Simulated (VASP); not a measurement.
Runs of VASP 6.6.1 on Al2GaP3. The structure is that of space group I-4m2 (No. 119), or close to it. The cells are those of the table. 

```tsv
cell	gap on the mesh (eV)	pressure (GPa)	largest force (eV/Å)
a = 8.873 Å, angles 154.1, 154.1, 36.9°, 6 atoms	(c)	-4.2	0.04
a = 8.615 Å, angles 154.1, 154.1, 36.9°, 6 atoms	1.58	(a)	0.01
a = 8.703 Å, angles 154.1, 154.1, 36.9°, 6 atoms	1.64	-0.1	0.01
a = 8.789 Å, angles 154.1, 154.1, 36.9°, 6 atoms	(b)	-2.3	0.02
a = 8.525 Å, angles 154.1, 154.1, 36.9°, 6 atoms	1.51	5.6	0.03
```

Alike in all rows: task single point; level PBE; potentials or basis VASP PAW PBE potentials, release 64 (Al, P, Ga_d); no spin polarisation; k mesh 8 × 8 × 8; cutoff (eV) 520; smearing gaussian 0.01 eV.

Question: Fill in the values left out.

Answer: (a) 2.6; (b) 1.70; (c) 1.75.

Caveats: the cell stands under tension (at least some runs); the cell stands under pressure (at least some runs).

A k mesh can miss the band edges, and the runs leave out spin-orbit coupling on Ga.
